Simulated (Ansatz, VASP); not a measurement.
# One calculation of Sb, two programs

```xyz
1
Lattice="-0.0231 2.2935 2.2935 2.2935 -0.0231 2.2935 2.2935 2.2935 -0.0231" Properties=species:S:1:pos:R:3 pbc="T T T"
Sb    0.0000    0.0000    0.0000
```

Change from the starting cell: equal xy, yz and zx shear strains of -1 %.

Alike in both runs: task single point; functional PBEsol; k mesh 14 × 14 × 14; occupations fermi-dirac, width 0.03 eV; no spin polarisation.

```csv
,VASP,Ansatz
version,VASP 6.6.1,Ansatz 0.2.0
potentials or method,"VASP PAW PBE potentials, release 64 (Sb), cutoff 520 eV","all-electron LAPW, scalar-relativistic"
```

|  | VASP | Ansatz | Ansatz less VASP |
| --- | --- | --- | --- |
| pressure (GPa) | 5.2 | 5.1 | -0.03 |
| traceless stress, the component that is largest in VASP (GPa) | -0.42 | -0.43 | -0.004 |

VASP's potentials were made for PBE, not for PBEsol. Ansatz ran all-electron here, and VASP with PAW potentials.

Neither program's run includes spin-orbit coupling.
